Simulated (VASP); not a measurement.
The system is Ga.

```
Ga
1.0
     2.77842    0.00000    0.00000
     0.00000    3.28161    0.00000
    -1.34343    0.00000    3.99027
Ga
2
Cartesian
  -0.6658 2.4533 3.0615
  2.0773 0.8443 0.9079
```

This cell differs from its parent crystal: atoms moved at random.

Base run:

- Program: VASP 6.6.1
- Functional: PBEsol
- Potentials or basis: VASP PAW PBE potentials, release 64 (Ga_d)
- Cutoff: 520 eV
- k mesh: 10 × 8 × 7
- Occupations: fermi-dirac, width 0.05 eV
- Spin: no spin polarisation

Its results: band gap on the k mesh zero (band 13 reaches 9.88 eV, above the bottom of band 14 at 1.58 eV); pressure -0.5 GPa; largest force 0.084 eV/Å.

Problem. The run is repeated on the same cell with these changes: functional from PBEsol to PBE; further incar settings from ALGO = Fast; EDIFF = 1e-07; NBANDS = 20 to ALGO = Fast; EDIFF = 1e-06; NBANDS = 20. What comes out?

Solution. Band gap on the k mesh zero (band 13 reaches 10.04 eV, above the bottom of band 14 at 1.75 eV); pressure 3.3 GPa; largest force 0.097 eV/Å.

Caveats: the PAW data sets were made with another functional, which shifts forces and pressure a little (some runs).
